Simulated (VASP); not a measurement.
# MoS2 (P6_3/mmc) in VASP: further runs

MoS2 is run at these levels: PBE, r2SCAN; tasks: single point.

All numbers are computed with VASP 6.6.1; they aren't measurements. Logs are shortened: lines on timing, memory, paths and dates and some standing lists are left out, and cuts for length are marked.

## Step 1: The cell of the first run

The structure is hexagonal, space group P6_3/mmc (No. 194). The conventional cell has a = 3.173 Å, b = 3.173 Å, c = 12.436 Å, α = 90.00°, β = 90.00°, γ = 120.00°. Within 3.2 Å of Mo (site symmetry -6m2) lie 6 S at 2.40 Å and 6 Mo at 3.17 Å. S (site symmetry 3m) has 3 Mo at 2.40 Å and 7 S at 3.11 to 3.17 Å within 3.2 Å.

## Step 2: Single point, PBE

INCAR reads:

```
SYSTEM = MoS2
ALGO = Normal ; EDIFF = 1E-6
ENCUT = 520 ; GGA = PE
ISIF = 2 ; ISMEAR = 0
LASPH = .TRUE. ; LCHARG = .TRUE.
LELF = .TRUE. ; LREAL = .FALSE.
LVHAR = .TRUE. ; LWAVE = .FALSE.
NBANDS = 35 ; NELM = 60
PREC = Accurate ; SIGMA = 0.01
```

KPOINTS reads:

```
k-points
0
G
  12 12 2
  0 0 0
```

POSCAR reads:

```
MoS2
1.0
    3.1730199390      0.0000000000      0.0000000000
   -1.5865099695      2.7479158739      0.0000000000
    0.0000000000      0.0000000000     12.4358958808
Mo S
2 4
Direct
    0.3333333333      0.6666666667      0.2500000000
    0.6666666667      0.3333333333      0.7500000000
    0.6666666667      0.3333333333      0.3750995328
    0.6666666667      0.3333333333      0.1249004672
    0.3333333333      0.6666666667      0.8750995328
    0.3333333333      0.6666666667      0.6249004672
```

Potentials or basis: VASP PAW PBE potentials, release 64 (Mo_sv, S).

Launch:

```bash
$ cat potpaw_PBE.64/Mo_sv/POTCAR potpaw_PBE.64/S/POTCAR > POTCAR
$ mpirun -np 1 vasp_std > vasp.out
```

OUTCAR:

```text
SYSTEM = MoS2
   EDIFF = 1E-6
   ENCUT = 520
   GGA = PE
   ISIF = 2
   ISMEAR = 0
   LASPH = .TRUE.
   LREAL = .FALSE.
   NELM = 60
   PREC = Accurate

 ion  position               nearest neighbor table
   1  0.333  0.667  0.250-   3 2.40   4 2.40   3 2.40   4 2.40   3 2.40   4 2.40
   2  0.667  0.333  0.750-   5 2.40   6 2.40   5 2.40   6 2.40   5 2.40   6 2.40
   3  0.667  0.333  0.375-   1 2.40   1 2.40   1 2.40
   4  0.667  0.333  0.125-   1 2.40   1 2.40   1 2.40
   5  0.333  0.667  0.875-   2 2.40   2 2.40   2 2.40
   6  0.333  0.667  0.625-   2 2.40   2 2.40   2 2.40

  LATTYP: Found a hexagonal cell.
 ALAT       =     3.1730199390
 C/A-ratio  =     3.9192618136

  Lattice vectors:

 A1 = (   3.1730199390,   0.0000000000,   0.0000000000)
 A2 = (  -1.5865099695,   2.7479158739,   0.0000000000)
 A3 = (   0.0000000000,   0.0000000000,  12.4358958808)

Analysis of symmetry for initial positions (statically):
=====================================================================
 Subroutine PRICEL returns:
 Original cell was already a primitive cell.

 Routine SETGRP: Setting up the symmetry group for a
 hexagonal supercell.

 Subroutine GETGRP returns: Found 24 space group operations
 (whereof 12 operations were pure point group operations)
 out of a pool of 24 trial point group operations.

The static configuration has the point symmetry D_3d.
 The point group associated with its full space group is D_6h.

Analysis of symmetry for dynamics (positions and initial velocities):
=====================================================================
 Subroutine PRICEL returns:
 Original cell was already a primitive cell.

 Routine SETGRP: Setting up the symmetry group for a
 hexagonal supercell.

 Subroutine GETGRP returns: Found 24 space group operations
 (whereof 12 operations were pure point group operations)
 out of a pool of 24 trial point group operations.

The dynamic configuration has the point symmetry D_3d.
 The point group associated with its full space group is D_6h.

 Subroutine INISYM returns: Found 24 space group operations
 (whereof 12 operations are pure point group operations),
 and found     1 'primitive' translations

----------------------------------------------------------------------------------------

                                     Primitive cell

[... 98 lines left out ...]
   EDIFF  = 0.1E-05   stopping-criterion for ELM
   LREAL  =      F    real-space projection
   EDIFFG = 0.1E-04   stopping-criterion for IOM
   NSW    =      0    number of steps for IOM
   IBRION =     -1    ionic relax: 0-MD 1-quasi-New 2-CG
   NFREE  =      0    steps in history (QN), initial steepest desc. (CG)
   ISIF   =      2    stress and relaxation
   ISYM   =      2    0-nonsym 1-usesym 2-fastsym
   POTIM  = 0.5000    time-step for ionic-motion
   TEBEG  =    0.0;   TEEND  =   0.0 temperature during run
   PSTRESS=    0.0 pullay stress
   NELECT =      52.0000    total number of electrons
   NUPDOWN=      -1.0000    fix difference up-down
   EMIN   =  10.00;   EMAX   =-10.00  energy-range for DOS
   EFERMI =   0.00;   METHOD = LEGACY
   ISMEAR =     0;   SIGMA  =   0.01  broadening in eV -4-tet -1-fermi 0-gaus
   EFERMI_NEDOS =   21; number of points for ismear=-14 and -15
   IALGO  =     38    algorithm
   IMIX   =      4    mixing-type and parameters
     AMIX     =   0.40;   BMIX     =  1.00
     AMIX_MAG =   1.60;   BMIX_MAG =  1.00
  volume/ion in A,a.u.               =      18.07       121.95
  Fermi-wavevector in a.u.,A,eV,Ry     =   1.281420  2.421533 22.341274  1.642037
  Thomas-Fermi vector in A             =   2.413791
   LORBIT       =      0    0 simple, 1 ext, 2 COOP (PROOUT), +10 PAW based schemes
   GGA     = PE    functional components
   LHFCALC =     F    Hartree Fock is set to
   AEXX    =    0.0000 exact exchange contribution
   IVDW    =     0    specifies the selected vdW correction
   LEPSILON=     F    determine dielectric tensor
   LRPA    =     F    only Hartree local field effects (RPA)
 non-spin polarized calculation
 Gauss-broadening in eV      SIGMA  =   0.01
  energy-cutoff  :      520.00
  volume of cell :      108.43
 maximum number of plane-waves:      2944
 NGX is ok and might be reduce to    24
   NGX = 11   NGY = 11   NGZ = 47

 number of electron      51.9999999 magnetization

 Free energy of the ion-electron system (eV)
  ---------------------------------------------------
  ext. energy  EPLUGINS =         0.00000000
  ---------------------------------------------------
  free energy    TOTEN  =       -43.63261641 eV

  energy without entropy =      -43.63261641  energy(sigma->0) =      -43.63261641

 E-fermi :   7.4593     XC(G=0): -10.7286

 val. band max:        7.3323516045   @ k =   0.0000   0.0000   0.0000
 cond. band min:       8.2840092470   @ k =   0.1667   0.1667   0.0000
 fundamental gap:      0.9516576425
 Fermi energy:         7.4592710168

 k-point     1 :       0.0000    0.0000    0.0000
  band No.  band energies     occupation
      1     -54.1696      2.00000
      2     -54.1696      2.00000
      3     -28.3185      2.00000
      4     -28.3184      2.00000
      5     -28.1056      2.00000
      6     -28.1056      2.00000
[... 901 lines left out ...]
     34      10.8074      0.00000
     35      14.1116      0.00000

 [... further k-points ...]

------------------------ aborting loop because EDIFF is reached ----------------------------------------

  FORCE on cell =-STRESS in cart. coord.  units (eV):
  Direction    XX          YY          ZZ          XY          YZ          ZX
  --------------------------------------------------------------------------------------
  -------------------------------------------------------------------------------------
  Total        1.2214116      1.2214116      2.1293675      0.0000000      0.0000000      0.0000000
  in kB       18.0475935     18.0475935     31.4635616      0.0000000      0.0000000      0.0000000
  external PRESSURE =      22.5195828 kB  Pullay stress =       0.0000000 kB

 VOLUME and BASIS-vectors are now :
 -----------------------------------------------------------------------------
  energy-cutoff  :      520.00
  volume of cell :      108.43
      direct lattice vectors                 reciprocal lattice vectors
     3.173019939  0.000000000  0.000000000     0.315157175  0.181956080  0.000000000
    -1.586509970  2.747915874  0.000000000     0.000000000  0.363912160  0.000000000
     0.000000000  0.000000000 12.435895881     0.000000000  0.000000000  0.080412381

 POSITION                                       TOTAL-FORCE (eV/Angst)
 -----------------------------------------------------------------------------------
     -0.00000      1.83194      3.10897         0.000000     -0.000000      0.000000
      1.58651      0.91597      9.32692        -0.000000      0.000000      0.000000
      1.58651      0.91597      4.66470        -0.000000      0.000000      0.097830
      1.58651      0.91597      1.55325        -0.000000      0.000000     -0.097830
     -0.00000      1.83194     10.88265         0.000000      0.000000      0.097830
     -0.00000      1.83194      7.77120        -0.000000     -0.000000     -0.097830
 -----------------------------------------------------------------------------------
    total drift:                               -0.000000      0.000000     -0.000000

  FREE ENERGIE OF THE ION-ELECTRON SYSTEM (eV)
  ---------------------------------------------------
  free  energy   TOTEN  =       -43.6326164098 eV

  energy  without entropy=      -43.6326164098  energy(sigma->0) =      -43.63261641
```

Wall time 72 s (1 thread of Intel Xeon Platinum 8488C (Sapphire Rapids), shared host); peak memory 0.28 GiB.

What came out:

- Free energy: -43.6326 eV
- Pressure: 2.3 GPa
- Largest force: 0.098 eV/Å
- Band gap on the k mesh: 0.95 eV (least direct gap 1.64 eV)

Forces on the atoms (eV/Å):
```
Mo   0.000  0.000  0.000
Mo   0.000  0.000  0.000
S    0.000  0.000  0.098
S    0.000  0.000 -0.098
S    0.000  0.000  0.098
S    0.000  0.000 -0.098
```

Levels at points of the mesh, in eV from the valence-band top:
```csv
k point,band 22,band 23,band 24,band 25,band 26,band 27,band 28,band 29,band 30,band 31
"(0.00, 0.00, 0.00)",-2.16,-2.16,-1.25,-1.08,0.00,2.11,2.11,2.14,2.14,2.31
"(0.50, 0.00, 0.00)",-2.46,-1.73,-1.56,-1.37,-1.26,1.60,1.64,2.02,2.25,2.91
"(0.00, 0.00, 0.50)",-2.18,-2.18,-2.18,-0.27,-0.27,2.12,2.12,2.12,2.12,2.39
"(0.50, 0.00, 0.50)",-2.58,-1.65,-1.65,-1.31,-1.31,1.62,1.62,2.15,2.15,3.25
```

Caveat: this functional lacks dispersion, which binds the layers, so the pressure and a relaxed spacing across them are unreliable. A k mesh can miss the band edges.

## Step 3: Single point, r2SCAN

POSCAR is that of step 2.

INCAR.step1 reads:

```
SYSTEM = MoS2
PREC = Accurate ; ENCUT = 520
ISMEAR = 0 ; SIGMA = 0.01
LREAL = .FALSE. ; LASPH = .TRUE.
NELM = 60 ; NBANDS = 35
GGA = PE ; ALGO = Normal
EDIFF = 1E-4 ; LWAVE = .TRUE.
LCHARG = .FALSE.
```

INCAR.step2 reads:

```
SYSTEM = MoS2
PREC = Accurate ; ENCUT = 520
EDIFF = 1E-6 ; ISMEAR = 0
SIGMA = 0.01 ; LREAL = .FALSE.
LASPH = .TRUE. ; NELM = 60
ALGO = Normal ; ISIF = 2
LWAVE = .FALSE. ; LCHARG = .TRUE.
METAGGA = R2SCAN ; LMIXTAU = .TRUE.
LELF = .TRUE. ; LVHAR = .TRUE.
NBANDS = 35 ; ISTART = 1
```

KPOINTS reads:

```
Automatic mesh
0
G
  12 12 2
  0 0 0
```

Potentials or basis: VASP PAW PBE potentials, release 64 (Mo_sv, S).

Launch:

```bash
$ cat potpaw_PBE.64/Mo_sv/POTCAR potpaw_PBE.64/S/POTCAR > POTCAR
$ cp INCAR.step1 INCAR
$ mpirun -np 1 vasp_std > vasp.out
$ cp INCAR.step2 INCAR
$ mpirun -np 1 vasp_std > vasp.out
```

Run time: 3.9 min. Hardware: 1 thread of Intel Xeon Platinum 8488C (Sapphire Rapids), shared host; peak memory 0.3 GiB.

It converged, with:

```yaml
Free_energy: -90.0614 eV
Pressure: 1.2 GPa
Largest_force: 0.051 eV/Å
Band_gap_on_the_k_mesh: 1.05 eV (least direct gap 1.75 eV)
```

Forces in eV/Å, atoms in the order of the input:
```
Mo   0.000  0.000  0.000
Mo   0.000  0.000  0.000
S    0.000  0.000 -0.051
S    0.000  0.000  0.051
S    0.000  0.000 -0.051
S    0.000  0.000  0.051
```

Stress tensor (GPa, compression positive):
```
1.28 0.00 0.00
0.00 1.28 0.00
0.00 0.00 1.05
```

Levels at points of the mesh, in eV from the valence-band top:
```tsv
k point	band 22	band 23	band 24	band 25	band 26	band 27	band 28	band 29	band 30	band 31
(0.00, 0.00, 0.00)	-2.31	-2.31	-1.37	-1.11	0.00	2.25	2.25	2.27	2.27	2.43
(0.50, 0.00, 0.00)	-2.63	-1.88	-1.71	-1.43	-1.32	1.70	1.75	2.13	2.37	3.18
(0.00, 0.00, 0.50)	-2.33	-2.33	-2.33	-0.29	-0.29	2.26	2.26	2.26	2.26	2.52
(0.50, 0.00, 0.50)	-2.75	-1.79	-1.79	-1.37	-1.37	1.72	1.72	2.26	2.26	3.52
```

Caveat: the PAW data sets were made with another functional, which shifts forces and pressure a little. A k mesh can miss the band edges.
